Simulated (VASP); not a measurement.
# As2F3 (R-3m) in VASP: further runs

Runs on As2F3. Level: PBE. Tasks: single point, relaxation of cell and atoms.

Program: VASP 6.6.1. These are calculated values, not measurements. Logs are shortened: lines on timing, memory, paths and dates and some standing lists are left out, and cuts for length are marked.

## 1. The cell of the first run

Symmetry: R-3m, No. 166, trigonal system. The conventional cell has a = 2.867 Å, b = 2.867 Å, c = 30.037 Å, α = 90.00°, β = 90.00°, γ = 120.00°. Within 3.0 Å of As (site symmetry 3m) lie 6 F at 2.28 to 2.61 Å and 6 As at 2.87 Å. F (site symmetry -3m) has 6 As at 2.61 Å and 6 F at 2.87 Å within 3.4 Å. F (site symmetry 3m) has 3 As at 2.28 Å and 6 F at 2.87 Å within 3.0 Å.

## 2. Single point, PBE

Input file INCAR:

```
SYSTEM = As2F3
  PREC = Accurate
  ENCUT = 520
  EDIFF = 1E-6
  ISMEAR = 0
  SIGMA = 0.1
  LREAL = .False.
  LASPH = .True.
  NELM = 80
  ALGO = Normal
  ISIF = 2
  LWAVE = .False.
  LCHARG = .True.
  GGA = PE
  LELF = .True.
  LVHAR = .True.
  NBANDS = 24
```

Input file KPOINTS:

```
Automatic mesh
0
Gamma
  6 6 6
  0 0 0
```

Input file POSCAR:

```
As2F3
1.0
    1.4335548211      0.8276632618     10.0123273547
   -1.4335548211      0.8276632618     10.0123273547
    0.0000000000     -1.6553265237     10.0123273547
As F
2 3
Direct
    0.4006077385      0.4006077385      0.4006077385
    0.5993922615      0.5993922615      0.5993922615
    0.0000000000      0.0000000000      0.0000000000
    0.2138444868      0.2138444868      0.2138444868
    0.7861555132      0.7861555132      0.7861555132
```

Potentials or basis: VASP PAW PBE potentials, release 64 (As, F).

On the command line:

```
cat potpaw_PBE.64/As/POTCAR potpaw_PBE.64/F/POTCAR > POTCAR
mpirun -np 1 vasp_std > vasp.out
```

OUTCAR:

```text
SYSTEM = As2F3
   PREC = Accurate
   ENCUT = 520
   EDIFF = 1E-6
   ISMEAR = 0
   LREAL = .False.
   LASPH = .True.
   NELM = 80
   ISIF = 2
   GGA = PE

 ion  position               nearest neighbor table
   1  0.401  0.401  0.401-   5 2.28   5 2.28   5 2.28
   2  0.599  0.599  0.599-   4 2.28   4 2.28   4 2.28
   3  0.000  0.000  0.000-
   4  0.214  0.214  0.214-   2 2.28   2 2.28   2 2.28
   5  0.786  0.786  0.786-   1 2.28   1 2.28   1 2.28

  LATTYP: Found a trigonal (rhomboedric) cell.
 ALAT       =    10.1482414712
 COS(alpha) =     0.9600904324

  Lattice vectors:

 A1 = (   1.4335548211,   0.8276632618,  10.0123273547)
 A2 = (  -1.4335548211,   0.8276632618,  10.0123273547)
 A3 = (   0.0000000000,  -1.6553265237,  10.0123273547)

Analysis of symmetry for initial positions (statically):
=====================================================================
 Subroutine PRICEL returns:
 Original cell was already a primitive cell.

 Routine SETGRP: Setting up the symmetry group for a
 trigonal (rhombohedral) supercell.

 Subroutine GETGRP returns: Found 12 space group operations
 (whereof 12 operations were pure point group operations)
 out of a pool of 12 trial point group operations.

The static configuration has the point symmetry D_3d.

Analysis of symmetry for dynamics (positions and initial velocities):
=====================================================================
 Subroutine PRICEL returns:
 Original cell was already a primitive cell.

 Routine SETGRP: Setting up the symmetry group for a
 trigonal (rhombohedral) supercell.

 Subroutine GETGRP returns: Found 12 space group operations
 (whereof 12 operations were pure point group operations)
 out of a pool of 12 trial point group operations.

The dynamic configuration has the point symmetry D_3d.

 Subroutine INISYM returns: Found 12 space group operations
 (whereof 12 operations are pure point group operations),
 and found     1 'primitive' translations

----------------------------------------------------------------------------------------

                                     Primitive cell

  volume of cell :      71.2778

  direct lattice vectors                    reciprocal lattice vectors
     1.433554821  0.827663262 10.012327355     0.348783313  0.201370140  0.033292293
[... 92 lines left out ...]
   EDIFF  = 0.1E-05   stopping-criterion for ELM
   LREAL  =      F    real-space projection
   EDIFFG = 0.1E-04   stopping-criterion for IOM
   NSW    =      0    number of steps for IOM
   IBRION =     -1    ionic relax: 0-MD 1-quasi-New 2-CG
   NFREE  =      0    steps in history (QN), initial steepest desc. (CG)
   ISIF   =      2    stress and relaxation
   ISYM   =      2    0-nonsym 1-usesym 2-fastsym
   POTIM  = 0.5000    time-step for ionic-motion
   TEBEG  =    0.0;   TEEND  =   0.0 temperature during run
   PSTRESS=    0.0 pullay stress
   NELECT =      31.0000    total number of electrons
   NUPDOWN=      -1.0000    fix difference up-down
   EMIN   =  10.00;   EMAX   =-10.00  energy-range for DOS
   EFERMI =   0.00;   METHOD = LEGACY
   ISMEAR =     0;   SIGMA  =   0.10  broadening in eV -4-tet -1-fermi 0-gaus
   EFERMI_NEDOS =   21; number of points for ismear=-14 and -15
   IALGO  =     38    algorithm
   IMIX   =      4    mixing-type and parameters
     AMIX     =   0.40;   BMIX     =  1.00
     AMIX_MAG =   1.60;   BMIX_MAG =  1.00
  volume/ion in A,a.u.               =      14.26        96.20
  Fermi-wavevector in a.u.,A,eV,Ry     =   1.240349  2.343920 20.932103  1.538466
  Thomas-Fermi vector in A             =   2.374794
   LORBIT       =      0    0 simple, 1 ext, 2 COOP (PROOUT), +10 PAW based schemes
   GGA     = PE    functional components
   LHFCALC =     F    Hartree Fock is set to
   AEXX    =    0.0000 exact exchange contribution
   IVDW    =     0    specifies the selected vdW correction
   LEPSILON=     F    determine dielectric tensor
   LRPA    =     F    only Hartree local field effects (RPA)
 non-spin polarized calculation
 Gauss-broadening in eV      SIGMA  =   0.10
  energy-cutoff  :      520.00
  volume of cell :       71.28
 maximum number of plane-waves:      1948
 NGX is ok and might be reduce to    80
   NGX = 37   NGY = 37   NGZ = 37

 number of electron      31.0000000 magnetization

 Free energy of the ion-electron system (eV)
  ---------------------------------------------------
  ext. energy  EPLUGINS =         0.00000000
  ---------------------------------------------------
  free energy    TOTEN  =       -19.45510542 eV

  energy without entropy =      -19.44561077  energy(sigma->0) =      -19.45035810

 E-fermi :   3.1596     XC(G=0):  -9.9185

 val. band max:        3.1497806314   @ k =   0.3333   0.1667   0.0000
 cond. band min:       3.1667929245   @ k =   0.5000   0.3333   0.1667
 fundamental gap:      0.0170122931
 Fermi energy:         3.1596130554

 k-point     1 :       0.0000    0.0000    0.0000
  band No.  band energies     occupation
      1     -20.5482      2.00000
      2     -20.4884      2.00000
      3     -19.7358      2.00000
      4     -10.7077      2.00000
      5     -10.3166      2.00000
      6      -2.8199      2.00000
[... 637 lines left out ...]
     23      15.2201      0.00000
     24      15.7071      0.00000

 [... further k-points ...]

------------------------ aborting loop because EDIFF is reached ----------------------------------------

  FORCE on cell =-STRESS in cart. coord.  units (eV):
  Direction    XX          YY          ZZ          XY          YZ          ZX
  --------------------------------------------------------------------------------------
  -------------------------------------------------------------------------------------
  Total       -0.0781770     -0.0781770     -0.0098935      0.0000000      0.0000000     -0.0000000
  in kB       -1.7572564     -1.7572564     -0.2223852      0.0000000      0.0000000     -0.0000000
  external PRESSURE =      -1.2456326 kB  Pullay stress =       0.0000000 kB

 VOLUME and BASIS-vectors are now :
 -----------------------------------------------------------------------------
  energy-cutoff  :      520.00
  volume of cell :       71.28
      direct lattice vectors                 reciprocal lattice vectors
     1.433554821  0.827663262 10.012327355     0.348783313  0.201370140  0.033292293
    -1.433554821  0.827663262 10.012327355    -0.348783313  0.201370140  0.033292293
     0.000000000 -1.655326524 10.012327355     0.000000000 -0.402740279  0.033292293

 POSITION                                       TOTAL-FORCE (eV/Angst)
 -----------------------------------------------------------------------------------
      0.00000     -0.00000     12.03305         0.000000      0.000000     -0.011461
      0.00000     -0.00000     18.00393         0.000000     -0.000000      0.011461
      0.00000      0.00000      0.00000         0.000000     -0.000000     -0.000000
      0.00000     -0.00000      6.42324         0.000000     -0.000000      0.011405
      0.00000     -0.00000     23.61374         0.000000      0.000000     -0.011405
 -----------------------------------------------------------------------------------
    total drift:                                0.000000     -0.000000     -0.000000

  FREE ENERGIE OF THE ION-ELECTRON SYSTEM (eV)
  ---------------------------------------------------
  free  energy   TOTEN  =       -19.4551054199 eV

  energy  without entropy=      -19.4456107748  energy(sigma->0) =      -19.45035810
```

OSZICAR:

```text
N       E                     dE             d eps       ncg     rms          rms(c)
DAV:   1     0.155238356773E+03    0.15524E+03   -0.15291E+04  1536   0.117E+03
DAV:   2    -0.145160099211E+02   -0.16975E+03   -0.15780E+03  1960   0.252E+02
DAV:   3    -0.226112888679E+02   -0.80953E+01   -0.80436E+01  1824   0.558E+01
DAV:   4    -0.226553756135E+02   -0.44087E-01   -0.44076E-01  1864   0.461E+00
DAV:   5    -0.226556672206E+02   -0.29161E-03   -0.29160E-03  1808   0.362E-01    0.103E+01
DAV:   6    -0.196429663477E+02    0.30127E+01   -0.10452E+01  1928   0.274E+01    0.463E+00
DAV:   7    -0.195131017781E+02    0.12986E+00   -0.12160E+00  1680   0.749E+00    0.261E+00
DAV:   8    -0.194592733458E+02    0.53828E-01   -0.20873E-01  1928   0.355E+00    0.814E-01
DAV:   9    -0.194560060719E+02    0.32673E-02   -0.41641E-02  1912   0.167E+00    0.293E-01
DAV:  10    -0.194549188482E+02    0.10872E-02   -0.73953E-03  1736   0.614E-01    0.179E-01
DAV:  11    -0.194551127031E+02   -0.19385E-03   -0.52882E-04  1840   0.202E-01    0.363E-02
DAV:  12    -0.194551016755E+02    0.11028E-04   -0.84252E-05  1776   0.683E-02    0.110E-02
DAV:  13    -0.194551051067E+02   -0.34313E-05   -0.23318E-05  1768   0.322E-02    0.299E-03
DAV:  14    -0.194551054199E+02   -0.31318E-06   -0.14783E-06  1432   0.979E-03
   1 F= -.19455105E+02 E0= -.19450358E+02  d E =-.949465E-02
```

Run time: 19 min. Hardware: 1 thread of Oxide Virtual Turin-like, shared host; peak memory 0.87 GiB.

Results:

```yaml
Free_energy: -19.4551 eV
Pressure: -0.1 GPa
Largest_force: 0.011 eV/Å
Band_gap_on_the_k_mesh: zero (an odd number of electrons rules out a gap without spin polarisation)
```

Forces on the atoms (eV/Å):
```
As   0.000  0.000 -0.011
As   0.000  0.000  0.011
F    0.000  0.000  0.000
F    0.000  0.000  0.011
F    0.000  0.000 -0.011
```

Caveat: the k points lie up to 0.42 Å⁻¹ apart, too coarse for converged energies and pressures of a metal; an odd number of electrons without spin polarisation forces a metal; a magnetic or distorted state may lie lower.

(Continued in part 2 of 2.)

The gap in the log of VASP goes by the Fermi energy; the results here count the filled bands.